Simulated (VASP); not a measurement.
# Si2Ni (Fm-3m) in VASP: a series of runs

Runs on Si2Ni. Level: r2SCAN. Tasks: single point, relaxation of cell and atoms.

All numbers are computed with VASP 6.6.1; they aren't measurements. Logs are shortened: lines on timing, memory, paths and dates and some standing lists are left out, and cuts for length are marked.

## (1) The cell of the first run

Symmetry: Fm-3m, No. 225, cubic system. Conventional cell: a = 5.386 Å, b = 5.386 Å, c = 5.386 Å, α = 90.00°, β = 90.00°, γ = 90.00°. Within 3.1 Å of Si (site symmetry -43m) lie 4 Ni at 2.33 Å and 6 Si at 2.69 Å. Ni (site symmetry m-3m) has 8 Si at 2.33 Å within 3.1 Å.

## (2) Single point, r2SCAN

POSCAR reads:

```
Si2Ni
1.0
    0.0000000000      2.6930329588      2.6930329588
    2.6930329588      0.0000000000      2.6930329588
    2.6930329588      2.6930329588      0.0000000000
Si Ni
2 1
Direct
    0.2500000000      0.2500000000      0.2500000000
    0.7500000000      0.7500000000      0.7500000000
    0.0000000000      0.0000000000      0.0000000000
```

INCAR.step1 reads:

```
PREC = Accurate
ENCUT = 520
ISMEAR = 0
SIGMA = 0.1
LREAL = False
LASPH = True
NELM = 60
NBANDS = 16
GGA = PE
ALGO = Normal
EDIFF = 1E-4
LWAVE = True
LCHARG = False
```

INCAR.step2 reads:

```
PREC = Accurate
ENCUT = 520
EDIFF = 1E-7
ISMEAR = 0
SIGMA = 0.1
LREAL = False
LASPH = True
NELM = 60
ALGO = Normal
ISIF = 2
LWAVE = False
LCHARG = False
METAGGA = R2SCAN
LMIXTAU = True
NBANDS = 16
ISTART = 1
```

KPOINTS reads:

```
regular mesh
0
Gamma
  14 14 14
```

Potentials or basis: VASP PAW PBE potentials, release 64 (Si, Ni).

On the command line:

```
$ cat potpaw_PBE.64/Si/POTCAR potpaw_PBE.64/Ni/POTCAR > POTCAR
$ cp INCAR.step1 INCAR
$ mpirun -np 1 vasp_std > vasp.out
$ cp INCAR.step2 INCAR
$ mpirun -np 1 vasp_std > vasp.out
```

OUTCAR:

```text
PREC = Accurate
   ENCUT = 520
   EDIFF = 1E-7
   ISMEAR = 0
   LREAL = False
   LASPH = True
   NELM = 60
   ISIF = 2
   METAGGA = R2SCAN
   ISTART = 1

 ion  position               nearest neighbor table
   1  0.250  0.250  0.250-   3 2.33   3 2.33   3 2.33   3 2.33   2 2.69   2 2.69   2 2.69   2 2.69
                             2 2.69   2 2.69
   2  0.750  0.750  0.750-   3 2.33   3 2.33   3 2.33   3 2.33   1 2.69   1 2.69   1 2.69   1 2.69
                             1 2.69   1 2.69
   3  0.000  0.000  0.000-   2 2.33   2 2.33   2 2.33   1 2.33   2 2.33   1 2.33   1 2.33   1 2.33

  LATTYP: Found a face centered cubic cell.
 ALAT       =     5.3860659176

  Lattice vectors:

 A1 = (   0.0000000000,   2.6930329588,   2.6930329588)
 A2 = (   2.6930329588,   0.0000000000,   2.6930329588)
 A3 = (   2.6930329588,   2.6930329588,   0.0000000000)

Analysis of symmetry for initial positions (statically):
=====================================================================
 Subroutine PRICEL returns:
 Original cell was already a primitive cell.

 Routine SETGRP: Setting up the symmetry group for a
 face centered cubic supercell.

 Subroutine GETGRP returns: Found 48 space group operations
 (whereof 48 operations were pure point group operations)
 out of a pool of 48 trial point group operations.

The static configuration has the point symmetry O_h .

Analysis of symmetry for dynamics (positions and initial velocities):
=====================================================================
 Subroutine PRICEL returns:
 Original cell was already a primitive cell.

 Routine SETGRP: Setting up the symmetry group for a
 face centered cubic supercell.

 Subroutine GETGRP returns: Found 48 space group operations
 (whereof 48 operations were pure point group operations)
 out of a pool of 48 trial point group operations.

The dynamic configuration has the point symmetry O_h .

 Subroutine INISYM returns: Found 48 space group operations
 (whereof 48 operations are pure point group operations),
 and found     1 'primitive' translations

----------------------------------------------------------------------------------------

                                     Primitive cell

  volume of cell :      39.0620

  direct lattice vectors                    reciprocal lattice vectors
[... 81 lines left out ...]
   ISTART =      1    job   : 0-new  1-cont  2-samecut
   ICHARG =      0    charge: 1-file 2-atom 10-const
   ISPIN  =      1    spin polarized calculation?
   LNONCOLLINEAR =      F non collinear calculations
   LSORBIT =      F    spin-orbit coupling
   LASPH  =      T    aspherical Exc in radial PAW
   ENCUT  =  520.0 eV  38.22 Ry    6.18 a.u.   7.08  7.08  7.08*2*pi/ulx,y,z
   NELM   =     60;   NELMIN=  2; NELMDL=  0     # of ELM steps
   EDIFF  = 0.1E-06   stopping-criterion for ELM
   LREAL  =      F    real-space projection
   EDIFFG = 0.1E-05   stopping-criterion for IOM
   NSW    =      0    number of steps for IOM
   IBRION =     -1    ionic relax: 0-MD 1-quasi-New 2-CG
   NFREE  =      0    steps in history (QN), initial steepest desc. (CG)
   ISIF   =      2    stress and relaxation
   ISYM   =      2    0-nonsym 1-usesym 2-fastsym
   POTIM  = 0.5000    time-step for ionic-motion
   TEBEG  =    0.0;   TEEND  =   0.0 temperature during run
   PSTRESS=    0.0 pullay stress
   NELECT =      18.0000    total number of electrons
   NUPDOWN=      -1.0000    fix difference up-down
   EMIN   =  10.00;   EMAX   =-10.00  energy-range for DOS
   EFERMI =   0.00;   METHOD = LEGACY
   ISMEAR =     0;   SIGMA  =   0.10  broadening in eV -4-tet -1-fermi 0-gaus
   EFERMI_NEDOS =   21; number of points for ismear=-14 and -15
   IALGO  =     38    algorithm
   IMIX   =      4    mixing-type and parameters
     AMIX     =   0.40;   BMIX     =  1.00
     AMIX_MAG =   1.60;   BMIX_MAG =  1.00
  volume/ion in A,a.u.               =      13.02        87.87
  Fermi-wavevector in a.u.,A,eV,Ry     =   1.264486  2.389532 21.754691  1.598925
  Thomas-Fermi vector in A             =   2.397789
   LORBIT       =      0    0 simple, 1 ext, 2 COOP (PROOUT), +10 PAW based schemes
   METAGGA = R2SCAN    functional components
   LHFCALC =     F    Hartree Fock is set to
   AEXX    =    0.0000 exact exchange contribution
   IVDW    =     0    specifies the selected vdW correction
   LEPSILON=     F    determine dielectric tensor
   LRPA    =     F    only Hartree local field effects (RPA)
 non-spin polarized calculation
 Gauss-broadening in eV      SIGMA  =   0.10
  energy-cutoff  :      520.00
  volume of cell :       39.06
 maximum number of plane-waves:      1067
   NGX = 15   NGY = 15   NGZ = 15

 number of electron      17.9999994 magnetization

 Free energy of the ion-electron system (eV)
  ---------------------------------------------------
  ext. energy  EPLUGINS =         0.00000000
  ---------------------------------------------------
  free energy    TOTEN  =       -30.53531961 eV

  energy without entropy =      -30.53091057  energy(sigma->0) =      -30.53311509

 E-fermi :  10.6847     XC(G=0): -12.4250

 val. band max:       10.6666085325   @ k =   0.3571   0.2857   0.0714
 cond. band min:      10.6885642979   @ k =   0.2143   0.0000   0.0000
 fundamental gap:      0.0219557653
 Fermi energy:        10.6846732424

 k-point     1 :       0.0000    0.0000    0.0000
  band No.  band energies     occupation
      1      -4.1031      2.00000
      2       5.0472      2.00000
      3       5.0472      2.00000
      4       5.0472      2.00000
      5       6.8105      2.00000
      6       6.8105      2.00000
[... 433 lines left out ...]
      3       5.2101      2.00000
      4       5.2686      2.00000
      5       6.2587      2.00000
      6       6.9547      2.00000
[... 8 lines left out ...]
     15      18.0641      0.00000
     16      18.3953      0.00000

 [... further k-points ...]
[... 5 lines left out ...]
  --------------------------------------------------------------------------------------
  -------------------------------------------------------------------------------------
  Total       -0.0196528     -0.0196528     -0.0196528      0.0000000      0.0000000     -0.0000000
  in kB       -0.8060826     -0.8060826     -0.8060826      0.0000000      0.0000000     -0.0000000
  external PRESSURE =      -0.8060826 kB  Pullay stress =       0.0000000 kB

 VOLUME and BASIS-vectors are now :
 -----------------------------------------------------------------------------
  energy-cutoff  :      520.00
  volume of cell :       39.06
      direct lattice vectors                 reciprocal lattice vectors
     0.000000000  2.693032959  2.693032959    -0.185664271  0.185664271  0.185664271
     2.693032959  0.000000000  2.693032959     0.185664271 -0.185664271  0.185664271
     2.693032959  2.693032959  0.000000000     0.185664271  0.185664271 -0.185664271

 POSITION                                       TOTAL-FORCE (eV/Angst)
 -----------------------------------------------------------------------------------
      1.34652      1.34652      1.34652        -0.000000     -0.000000     -0.000000
      4.03955      4.03955      4.03955         0.000000      0.000000      0.000000
      0.00000      0.00000      0.00000         0.000000      0.000000     -0.000000
 -----------------------------------------------------------------------------------
    total drift:                               -0.000000     -0.000000      0.000000

  FREE ENERGIE OF THE ION-ELECTRON SYSTEM (eV)
  ---------------------------------------------------
  free  energy   TOTEN  =       -30.5353196068 eV

  energy  without entropy=      -30.5309105715  energy(sigma->0) =      -30.53311509
```

Wall time 7.5 min (1 thread of Intel Xeon 8259CL, shared host); peak memory 0.21 GiB.

Results:

```yaml
Free_energy: -30.5353 eV
Pressure: -0.1 GPa
Band_gap_on_the_k_mesh: zero (bands 9 and 10 overlap by 2.12 eV)
```

Caveat: the PAW data sets were made with another functional, which shifts forces and pressure a little.

## (3) Single point, r2SCAN (13.41 Å³/atom)

This run uses another cell than the first one, of 13.41 Å³/atom.

POSCAR reads:

```
Si2Ni
1.0
    0.0000000000      2.7196983856      2.7196983856
    2.7196983856      0.0000000000      2.7196983856
    2.7196983856      2.7196983856      0.0000000000
Si Ni
2 1
Direct
    0.2500000000      0.2500000000      0.2500000000
    0.7500000000      0.7500000000      0.7500000000
    0.0000000000      0.0000000000      0.0000000000
```

INCAR.step1 reads:

```
ALGO     = Normal         # electronic algorithm
EDIFF    = 1E-4           # SCF threshold, eV
ENCUT    = 520            # plane-wave cutoff, eV
GGA      = PE             # functional
ISMEAR   = 0              # smearing method
LASPH    = True           # aspherical terms in the spheres
LCHARG   = False          # write CHGCAR
LREAL    = False          # projectors in reciprocal space
LWAVE    = True           # write WAVECAR
NBANDS   = 16             # bands
NELM     = 60             # most SCF steps
PREC     = Accurate       # precision mode
SIGMA    = 0.1            # smearing width, eV
```

INCAR.step2 reads:

```
ALGO     = Normal         # electronic algorithm
EDIFF    = 1E-7           # SCF threshold, eV
ENCUT    = 520            # plane-wave cutoff, eV
ISIF     = 2              # what is computed and relaxed
ISMEAR   = 0              # smearing method
ISTART   = 1            
LASPH    = True           # aspherical terms in the spheres
LCHARG   = False          # write CHGCAR
LMIXTAU  = True         
LREAL    = False          # projectors in reciprocal space
LWAVE    = False          # write WAVECAR
METAGGA  = R2SCAN         # meta-GGA
NBANDS   = 16             # bands
NELM     = 60             # most SCF steps
PREC     = Accurate       # precision mode
SIGMA    = 0.1            # smearing width, eV
```

KPOINTS reads:

```
k-points
0
Gamma
  14 14 14
```

Potentials or basis: VASP PAW PBE potentials, release 64 (Si, Ni).

On the command line:

```
$ cat potpaw_PBE.64/Si/POTCAR potpaw_PBE.64/Ni/POTCAR > POTCAR
$ cp INCAR.step1 INCAR
$ mpirun -np 1 vasp_std > vasp.out
$ cp INCAR.step2 INCAR
$ mpirun -np 1 vasp_std > vasp.out
```

OUTCAR:

```text
EDIFF = 1E-7
   ENCUT = 520
   ISIF = 2
   ISMEAR = 0
   ISTART = 1
   LASPH = True
   LREAL = False
   METAGGA = R2SCAN
   NELM = 60
   PREC = Accurate

 ion  position               nearest neighbor table
   1  0.250  0.250  0.250-   3 2.36   3 2.36   3 2.36   3 2.36   2 2.72   2 2.72   2 2.72   2 2.72
                             2 2.72   2 2.72
   2  0.750  0.750  0.750-   3 2.36   3 2.36   3 2.36   3 2.36   1 2.72   1 2.72   1 2.72   1 2.72
                             1 2.72   1 2.72
   3  0.000  0.000  0.000-   2 2.36   2 2.36   2 2.36   1 2.36   2 2.36   1 2.36   1 2.36   1 2.36

  LATTYP: Found a face centered cubic cell.
 ALAT       =     5.4393967712

  Lattice vectors:

 A1 = (   0.0000000000,   2.7196983856,   2.7196983856)
 A2 = (   2.7196983856,   0.0000000000,   2.7196983856)
 A3 = (   2.7196983856,   2.7196983856,   0.0000000000)

Analysis of symmetry for initial positions (statically):
=====================================================================
 Subroutine PRICEL returns:
 Original cell was already a primitive cell.

 Routine SETGRP: Setting up the symmetry group for a
 face centered cubic supercell.
[... 165 lines left out ...]
  ---------------------------------------------------
  free energy    TOTEN  =       -30.51822362 eV

  energy without entropy =      -30.51397646  energy(sigma->0) =      -30.51610004

 E-fermi :  10.2274     XC(G=0): -12.2777

 val. band max:       10.1883787260   @ k =  -0.2143   0.1429   0.0000
 cond. band min:      10.2727886274   @ k =  -0.4286   0.4286   0.0714
 fundamental gap:      0.0844099014
 Fermi energy:        10.2274087227

 k-point     1 :       0.0000    0.0000    0.0000
  band No.  band energies     occupation
      1      -4.2495      2.00000
      2       4.8121      2.00000
      3       4.8121      2.00000
      4       4.8121      2.00000
      5       6.5446      2.00000
      6       6.5446      2.00000
[... 433 lines left out ...]
      3       4.9671      2.00000
      4       5.0272      2.00000
      5       6.0050      2.00000
      6       6.6809      2.00000
[... 8 lines left out ...]
     15      17.5775      0.00000
     16      17.8633      0.00000

 [... further k-points ...]
[... 5 lines left out ...]
  --------------------------------------------------------------------------------------
  -------------------------------------------------------------------------------------
  Total       -1.1196108     -1.1196108     -1.1196108     -0.0000000     -0.0000000     -0.0000000
  in kB      -44.5846577    -44.5846577    -44.5846577     -0.0000000     -0.0000000     -0.0000000
  external PRESSURE =     -44.5846577 kB  Pullay stress =       0.0000000 kB

 VOLUME and BASIS-vectors are now :
 -----------------------------------------------------------------------------
  energy-cutoff  :      520.00
  volume of cell :       40.23
      direct lattice vectors                 reciprocal lattice vectors
     0.000000000  2.719698386  2.719698386    -0.183843915  0.183843915  0.183843915
     2.719698386  0.000000000  2.719698386     0.183843915 -0.183843915  0.183843915
     2.719698386  2.719698386  0.000000000     0.183843915  0.183843915 -0.183843915

 POSITION                                       TOTAL-FORCE (eV/Angst)
 -----------------------------------------------------------------------------------
      1.35985      1.35985      1.35985         0.000000      0.000000      0.000000
      4.07955      4.07955      4.07955        -0.000000     -0.000000     -0.000000
      0.00000      0.00000      0.00000        -0.000000      0.000000      0.000000
 -----------------------------------------------------------------------------------
    total drift:                                0.000000     -0.000000     -0.000000

  FREE ENERGIE OF THE ION-ELECTRON SYSTEM (eV)
  ---------------------------------------------------
  free  energy   TOTEN  =       -30.5182236172 eV

  energy  without entropy=      -30.5139764644  energy(sigma->0) =      -30.51610004
```

Wall time 6.9 min (1 thread of Intel Xeon 8259CL, shared host); peak memory 0.22 GiB.

What came out:

```yaml
Free_energy: -30.5182 eV
Pressure: -4.5 GPa
Band_gap_on_the_k_mesh: zero (bands 9 and 10 overlap by 2.12 eV)
```

Caveat: the cell stands under tension; the PAW data sets were made with another functional, which shifts forces and pressure a little. Spin polarisation is off, so any magnetic state and its effect on volume and gap are missing.

## (4) Single point, r2SCAN (13.80 Å³/atom)

This run uses another cell than the first one, of 13.80 Å³/atom.

POSCAR reads:

```
Si2Ni
1.0
    0.0000000000      2.7458509360      2.7458509360
    2.7458509360      0.0000000000      2.7458509360
    2.7458509360      2.7458509360      0.0000000000
Si Ni
2 1
Direct
    0.2500000000      0.2500000000      0.2500000000
    0.7500000000      0.7500000000      0.7500000000
    0.0000000000      0.0000000000      0.0000000000
```

INCAR.step1 reads:

```
ALGO = Normal
EDIFF = 1E-4
ENCUT = 520
GGA = PE
ISMEAR = 0
LASPH = T
LCHARG = F
LREAL = F
LWAVE = T
NBANDS = 16
NELM = 60
PREC = Accurate
SIGMA = 0.1
```

INCAR.step2 reads:

```
ALGO = Normal
EDIFF = 1E-6
ENCUT = 520
ISIF = 2
ISMEAR = 0
ISTART = 1
LASPH = T
LCHARG = F
LMIXTAU = T
LREAL = F
LWAVE = F
METAGGA = R2SCAN
NBANDS = 16
NELM = 60
PREC = Accurate
SIGMA = 0.1
```

KPOINTS is that of step 3.

On the command line:

```
$ cat potpaw_PBE.64/Si/POTCAR potpaw_PBE.64/Ni/POTCAR > POTCAR
$ cp INCAR.step1 INCAR
$ mpirun -np 1 vasp_std > vasp.out
$ cp INCAR.step2 INCAR
$ mpirun -np 1 vasp_std > vasp.out
```

Wall time 4.5 min (1 thread of Intel Xeon 8259CL, shared host); peak memory 0.21 GiB.

The run converged. Its results:

| Quantity | Value |
| --- | --- |
| Free energy | -30.4716 eV |
| Pressure | -8.2 GPa |
| Band gap on the k mesh | zero (bands 9 and 10 overlap by 2.12 eV) |

Levels at points of the mesh, in eV from the Fermi level:
| k point | band 6 | band 7 | band 8 | band 9 | band 10 | band 11 | band 12 | band 13 |
| --- | --- | --- | --- | --- | --- | --- | --- | --- |
| (0.00, 0.00, 0.00) | -3.50 | -0.38 | 1.65 | 1.65 | 1.65 | 2.37 | 2.37 | 2.37 |
| (0.50, 0.00, 0.00) | -3.30 | -3.30 | -1.53 | -1.53 | 1.81 | 1.81 | 2.01 | 2.57 |
| (0.50, 0.50, 0.00) | -3.53 | -3.53 | -3.43 | -3.11 | -0.46 | 1.61 | 8.05 | 8.44 |

Caveat: the cell stands under tension; the PAW data sets were made with another functional, which shifts forces and pressure a little.

[end of part 1 of 2]

The gap in the log of VASP goes by the Fermi energy; the results here count the filled bands.